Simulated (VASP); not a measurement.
# Rb3YP2 (Ibam) in VASP: single point with PBE

Aim: the single point of Rb3YP2 with PBE.

Everything below comes from runs of VASP 6.6.1. Logs are shortened: lines on timing, memory, paths and dates and some standing lists are left out, and cuts for length are marked.

**1. The cell of the first run**

It takes space group Ibam (No. 72, orthorhombic). Conventional cell: a = 7.777 Å, b = 15.355 Å, c = 7.457 Å, α = 90.00°, β = 90.00°, γ = 90.00°. Rb (site symmetry 222) has 4 P at 3.44 Å and 4 Rb at 3.68 to 3.73 Å and 2 Y at 3.89 Å within 4.5 Å. Rb (site symmetry 2) has 4 P at 3.41 to 3.76 Å and 5 Rb at 3.68 to 3.90 Å and 1 Y at 3.99 Å within 4.5 Å. Within 4.0 Å of Y (site symmetry 222) lie 4 P at 2.80 Å and 2 Y at 3.73 Å and 4 Rb at 3.89 to 3.99 Å. Within 3.8 Å of P (site symmetry m) lie 2 Y at 2.80 Å and 6 Rb at 3.41 to 3.76 Å.

**2. Single point, PBE**

INCAR reads:

```
SYSTEM = Rb3YP2
ALGO = Normal
EDIFF = 1E-6
ENCUT = 500
GGA = PE
GGA_COMPAT = .FALSE.
ISIF = 2
ISMEAR = 0
LASPH = .TRUE.
LCHARG = .FALSE.
LREAL = .FALSE.
LWAVE = .FALSE.
NBANDS = 60
NELM = 120
PREC = Accurate
SIGMA = 0.1
```

KPOINTS reads:

```
k-points
0
G
  4 4 4
  0 0 0
```

POSCAR reads:

```
Rb3YP2
1.0
   -3.8887225597      7.6774934528      3.7284826058
    3.8887225597     -7.6774934528      3.7284826058
    3.8887225597      7.6774934528     -3.7284826058
Rb Y P
6 2 4
Direct
    0.7500000000      0.2500000000      0.5000000000
    0.5100831627      0.2500000000      0.2600831627
    0.9899168373      0.2500000000      0.7399168373
    0.2500000000      0.7500000000      0.5000000000
    0.0100831627      0.7500000000      0.2600831627
    0.4899168373      0.7500000000      0.7399168373
    0.7500000000      0.7500000000      0.0000000000
    0.2500000000      0.2500000000      0.0000000000
    0.9008676590      0.8155394350      0.7164070940
    0.5991323410      0.3155394350      0.9146717760
    0.4008676590      0.6844605650      0.0853282240
    0.0991323410      0.1844605650      0.2835929060
```

Potentials or basis: VASP PAW PBE potentials, release 64 (Rb_sv, Y_sv, P).

The run is started by

```bash
cat potpaw_PBE.64/Rb_sv/POTCAR potpaw_PBE.64/Y_sv/POTCAR potpaw_PBE.64/P/POTCAR > POTCAR
mpirun -np 1 vasp_std > vasp.out
```

OUTCAR:

```text
SYSTEM = Rb3YP2
   EDIFF = 1E-6
   ENCUT = 500
   GGA = PE
   ISIF = 2
   ISMEAR = 0
   LASPH = .TRUE.
   LREAL = .FALSE.
   NELM = 120
   PREC = Accurate

 ion  position               nearest neighbor table
   1  0.750  0.250  0.500-   9 3.44  10 3.44  12 3.44  11 3.44   3 3.68   2 3.68   4 3.73   4 3.73
                             7 3.89   7 3.89   6 5.24   5 5.24   5 5.24   6 5.24   6 5.57   5 5.57
   2  0.510  0.250  0.260-  10 3.41  12 3.41   1 3.68   5 3.73   5 3.73  11 3.76   9 3.76   6 3.90
                             6 3.90   8 3.99   4 5.24   4 5.24   3 5.40   3 5.40   3 5.40   3 5.40
   3  0.990  0.250  0.740-   9 3.41  11 3.41   1 3.68   6 3.73   6 3.73  12 3.76  10 3.76   5 3.90
                             5 3.90   8 3.99   4 5.24   4 5.24   2 5.40   2 5.40   2 5.40   2 5.40
   4  0.250  0.750  0.500-  10 3.44   9 3.44  11 3.44  12 3.44   6 3.68   5 3.68   1 3.73   1 3.73
                             8 3.89   8 3.89   3 5.24   2 5.24   2 5.24   3 5.24   3 5.57   2 5.57
   5  0.010  0.750  0.260-  10 3.41  12 3.41   4 3.68   2 3.73   2 3.73   9 3.76  11 3.76   3 3.90
                             3 3.90   7 3.99   1 5.24   1 5.24   6 5.40   6 5.40   6 5.40   6 5.40
   6  0.490  0.750  0.740-   9 3.41  11 3.41   4 3.68   3 3.73   3 3.73  12 3.76  10 3.76   2 3.90
                             2 3.90   7 3.99   1 5.24   1 5.24   5 5.40   5 5.40   5 5.40   5 5.40
   7  0.750  0.750  0.000-  12 2.80  10 2.80  11 2.80   9 2.80   8 3.73   8 3.73   1 3.89   1 3.89
                             6 3.99   5 3.99
   8  0.250  0.250  0.000-   9 2.80  10 2.80  11 2.80  12 2.80   7 3.73   7 3.73   4 3.89   4 3.89
                             2 3.99   3 3.99
   9  0.901  0.816  0.716-   8 2.80   7 2.80   3 3.41   6 3.41   4 3.44   1 3.44   5 3.76   2 3.76

  10  0.599  0.316  0.915-   7 2.80   8 2.80   2 3.41   5 3.41   1 3.44   4 3.44   3 3.76   6 3.76

  11  0.401  0.684  0.085-   7 2.80   8 2.80   3 3.41   6 3.41   4 3.44   1 3.44   5 3.76   2 3.76

  12  0.099  0.184  0.284-   7 2.80   8 2.80   2 3.41   5 3.41   4 3.44   1 3.44   3 3.76   6 3.76

  LATTYP: Found a body centered orthorhombic cell.
 ALAT       =     7.4569652116
 B/A-ratio  =     1.0429772567
 C/A-ratio  =     2.0591469143

  Lattice vectors:

 A1 = (   3.8887225597,   7.6774934528,  -3.7284826058)
 A2 = (  -3.8887225597,   7.6774934528,   3.7284826058)
 A3 = (   3.8887225597,  -7.6774934528,   3.7284826058)

Analysis of symmetry for initial positions (statically):
=====================================================================
 Subroutine PRICEL returns:
 Original cell was already a primitive cell.

 Routine SETGRP: Setting up the symmetry group for a
 body centered orthorhombic supercell.

 Subroutine GETGRP returns: Found  8 space group operations
 (whereof  4 operations were pure point group operations)
 out of a pool of  8 trial point group operations.

The static configuration has the point symmetry C_2h.
 The point group associated with its full space group is D_2h.

Analysis of symmetry for dynamics (positions and initial velocities):
=====================================================================
 Subroutine PRICEL returns:
 Original cell was already a primitive cell.

 Routine SETGRP: Setting up the symmetry group for a
 body centered orthorhombic supercell.

 Subroutine GETGRP returns: Found  8 space group operations
 (whereof  4 operations were pure point group operations)
 out of a pool of  8 trial point group operations.

The dynamic configuration has the point symmetry C_2h.
 The point group associated with its full space group is D_2h.

 Subroutine INISYM returns: Found  8 space group operations
 (whereof  4 operations are pure point group operations),
 and found     1 'primitive' translations

----------------------------------------------------------------------------------------

                                     Primitive cell

  volume of cell :     445.2650

  direct lattice vectors                    reciprocal lattice vectors
    -3.888722560  7.677493453  3.728482606     0.000000000  0.065125422  0.134102811
     3.888722560 -7.677493453  3.728482606     0.128576928  0.000000000  0.134102811
     3.888722560  7.677493453 -3.728482606     0.128576928  0.065125422  0.000000000

  length of vectors
     9.379107175  9.379107175  9.379107175     0.149080128  0.185783719  0.144129619

[... 40 lines left out ...]
     0.000000000  0.016281355  0.033525703     0.250000000  0.000000000  0.000000000
     0.032144232  0.000000000  0.033525703     0.000000000  0.250000000  0.000000000
     0.032144232  0.016281355  0.000000000     0.000000000  0.000000000  0.250000000

  Length of vectors
     0.037270032  0.046445930  0.036032405

  Shift w.r.t. Gamma in fractional coordinates (k-lattice)
     0.000000000  0.000000000  0.000000000

 Subroutine IBZKPT returns following result:
 ===========================================

 Found     18 irreducible k-points:

 Following reciprocal coordinates:
            Coordinates               Weight
  0.000000  0.000000  0.000000      1.000000
  0.250000 -0.000000  0.000000      4.000000
  0.500000 -0.000000  0.000000      2.000000
 -0.000000  0.250000  0.000000      4.000000
  0.250000  0.250000  0.000000      8.000000
  0.500000  0.250000  0.000000      8.000000
[... 10 lines left out ...]
 -0.250000 -0.250000  0.250000      2.000000
  0.500000  0.500000  0.500000      1.000000
   k-points           NKPTS =     18   k-points in BZ     NKDIM =     18   number of bands    NBANDS=     60
   number of dos      NEDOS =    301   number of ions     NIONS =     12
   total plane-waves  NPLWV = 343000
   dimension x,y,z NGX =    70 NGY =   70 NGZ =   70
   dimension x,y,z NGXF=   140 NGYF=  140 NGZF=  140
   ions per type =               6   2   4
   NGX,Y,Z   is equivalent  to a cutoff of  12.41, 12.41, 12.41 a.u.
   NGXF,Y,Z  is equivalent  to a cutoff of  24.82, 24.82, 24.82 a.u.
 SYSTEM =  Rb3YP2
   PREC   = accura    normal or accurate (medium, high low for compatibility)
   ISTART =      0    job   : 0-new  1-cont  2-samecut
   ICHARG =      2    charge: 1-file 2-atom 10-const
   ISPIN  =      1    spin polarized calculation?
   LNONCOLLINEAR =      F non collinear calculations
   LSORBIT =      F    spin-orbit coupling
   LASPH  =      T    aspherical Exc in radial PAW
   ENCUT  =  500.0 eV  36.75 Ry    6.06 a.u.  17.10 17.10 17.10*2*pi/ulx,y,z
   NELM   =    120;   NELMIN=  2; NELMDL= -5     # of ELM steps
   EDIFF  = 0.1E-05   stopping-criterion for ELM
   LREAL  =      F    real-space projection
   EDIFFG = 0.1E-04   stopping-criterion for IOM
   NSW    =      0    number of steps for IOM
   IBRION =     -1    ionic relax: 0-MD 1-quasi-New 2-CG
   NFREE  =      0    steps in history (QN), initial steepest desc. (CG)
   ISIF   =      2    stress and relaxation
   ISYM   =      2    0-nonsym 1-usesym 2-fastsym
   POTIM  = 0.5000    time-step for ionic-motion
   TEBEG  =    0.0;   TEEND  =   0.0 temperature during run
   PSTRESS=    0.0 pullay stress
   NELECT =      96.0000    total number of electrons
   NUPDOWN=      -1.0000    fix difference up-down
   EMIN   =  10.00;   EMAX   =-10.00  energy-range for DOS
   EFERMI =   0.00;   METHOD = LEGACY
   ISMEAR =     0;   SIGMA  =   0.10  broadening in eV -4-tet -1-fermi 0-gaus
   EFERMI_NEDOS =   21; number of points for ismear=-14 and -15
   IALGO  =     38    algorithm
   IMIX   =      4    mixing-type and parameters
     AMIX     =   0.40;   BMIX     =  1.00
     AMIX_MAG =   1.60;   BMIX_MAG =  1.00
  volume/ion in A,a.u.               =      37.11       250.40
  Fermi-wavevector in a.u.,A,eV,Ry     =   0.981655  1.855060 13.111218  0.963647
  Thomas-Fermi vector in A             =   2.112679
   LORBIT       =      0    0 simple, 1 ext, 2 COOP (PROOUT), +10 PAW based schemes
   GGA     = PE    functional components
   LHFCALC =     F    Hartree Fock is set to
   AEXX    =    0.0000 exact exchange contribution
   IVDW    =     0    specifies the selected vdW correction
   LEPSILON=     F    determine dielectric tensor
   LRPA    =     F    only Hartree local field effects (RPA)
 non-spin polarized calculation
 Gauss-broadening in eV      SIGMA  =   0.10
  energy-cutoff  :      500.00
  volume of cell :      445.26
 maximum number of plane-waves:     11342
 NGX is ok and might be reduce to    70
   NGX = 35   NGY = 35   NGZ = 35

 number of electron      95.9999999 magnetization

 Free energy of the ion-electron system (eV)
  ---------------------------------------------------
  ext. energy  EPLUGINS =         0.00000000
  ---------------------------------------------------
  free energy    TOTEN  =       -47.30295517 eV

  energy without entropy =      -47.30295517  energy(sigma->0) =      -47.30295517

 E-fermi :   1.9347     XC(G=0):  -7.7066

 val. band max:        1.4037074972   @ k =   0.0000   0.0000   0.0000
 cond. band min:       2.3980550299   @ k =   0.0000   0.0000   0.0000
 fundamental gap:      0.9943475327
 Fermi energy:         1.9347364150

 k-point     1 :       0.0000    0.0000    0.0000
  band No.  band energies     occupation
      1     -40.6302      2.00000
      2     -40.6165      2.00000
      3     -26.2644      2.00000
      4     -26.2268      2.00000
      5     -26.2032      2.00000
      6     -26.1701      2.00000
[... 1123 lines left out ...]
     59       4.8975      0.00000
     60       5.0751      0.00000

------------------------ aborting loop because EDIFF is reached ----------------------------------------

  FORCE on cell =-STRESS in cart. coord.  units (eV):
  Direction    XX          YY          ZZ          XY          YZ          ZX
  --------------------------------------------------------------------------------------
  -------------------------------------------------------------------------------------
  Total        0.4727407      0.1902842      0.2608078      0.0000000      0.0000000      0.0000000
  in kB        1.7010421      0.6846913      0.9384533      0.0000000      0.0000000      0.0000000
  external PRESSURE =       1.1080622 kB  Pullay stress =       0.0000000 kB

 VOLUME and BASIS-vectors are now :
 -----------------------------------------------------------------------------
  energy-cutoff  :      500.00
  volume of cell :      445.26
      direct lattice vectors                 reciprocal lattice vectors
    -3.888722560  7.677493453  3.728482606     0.000000000  0.065125422  0.134102811
     3.888722560 -7.677493453  3.728482606     0.128576928  0.000000000  0.134102811
     3.888722560  7.677493453 -3.728482606     0.128576928  0.065125422  0.000000000

 POSITION                                       TOTAL-FORCE (eV/Angst)
 -----------------------------------------------------------------------------------
     -0.00000      7.67749      1.86424        -0.000000     -0.000000     -0.000000
      0.00000      3.99357      1.86424        -0.000000      0.016333     -0.000000
      0.00000     11.36141      1.86424        -0.000000     -0.016333     -0.000000
      3.88872      0.00000      1.86424        -0.000000      0.000000     -0.000000
      3.88872     -3.68392      1.86424        -0.000000      0.016333     -0.000000
      3.88872      3.68392      1.86424        -0.000000     -0.016333     -0.000000
      0.00000      0.00000      5.59272        -0.000000      0.000000      0.000000
      0.00000      0.00000      1.86424        -0.000000      0.000000      0.000000
      2.45409      6.15532      3.72848         0.026854      0.008582     -0.000000
      2.45409      9.19967      0.00000         0.026854     -0.008582     -0.000000
      1.43463     -1.52218      3.72848        -0.026854      0.008582      0.000000
      1.43463      1.52218     -0.00000        -0.026854     -0.008582      0.000000
 -----------------------------------------------------------------------------------
    total drift:                               -0.000000      0.000000      0.000000

  FREE ENERGIE OF THE ION-ELECTRON SYSTEM (eV)
  ---------------------------------------------------
  free  energy   TOTEN  =       -47.3029551727 eV

  energy  without entropy=      -47.3029551727  energy(sigma->0) =      -47.30295517
```

Run time: 18 min. Hardware: 1 thread of Intel Xeon 8259CL, shared host; peak memory 0.93 GiB.

What came out:

```
Free energy            : -47.3030 eV
Pressure               : 0.1 GPa
Largest force          : 0.028 eV/Å
Band gap on the k mesh : 0.99 eV
```

Forces in eV/Å, atoms in the order of the input:
```
Rb   0.000  0.000  0.000
Rb   0.000  0.016  0.000
Rb   0.000 -0.016  0.000
Rb   0.000  0.000  0.000
Rb   0.000  0.016  0.000
Rb   0.000 -0.016  0.000
Y    0.000  0.000  0.000
Y    0.000  0.000  0.000
P    0.027  0.009  0.000
P    0.027 -0.009  0.000
P   -0.027  0.009  0.000
P   -0.027 -0.009  0.000
```
